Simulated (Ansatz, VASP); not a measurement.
## Two plane-wave programs on MgO

```
Mg O
1.0
     0.00000    2.10594    2.14207
     2.10594    0.00000    2.14207
     2.10594    2.10594    0.00000
Mg O
1 1
Direct
  0.00000 0.00000 0.00000
  0.50000 0.50000 0.50000
```

Change from the starting cell: strained cell.

Alike in both runs: functional PBE; k mesh 8 × 8 × 8; occupations gaussian, width 0.02 eV; no spin polarisation.

Ansatz relaxed the structure, and its values are those at the end. VASP's run is a single point on that final structure, the one shown.

```csv
,VASP,Ansatz
version,VASP 6.6.1,Ansatz 0.2.0
potentials or method,"VASP PAW PBE potentials, release 64 (Mg_sv, O), cutoff 840 eV","scalar-relativistic, plane waves, PAW"
valence electrons in the cell,16,16
```

|  | VASP | Ansatz | Ansatz less VASP |
| --- | --- | --- | --- |
| gap on the k mesh at the Fermi level (eV) | 4.55 | 4.56 | +0.006 |
| least direct gap on the mesh (eV) | 4.55 | 4.56 | +0.006 |
| pressure (GPa) | 2.1 | 2.1 | +0.01 |

Ansatz's warnings: stress scf threshold loose.
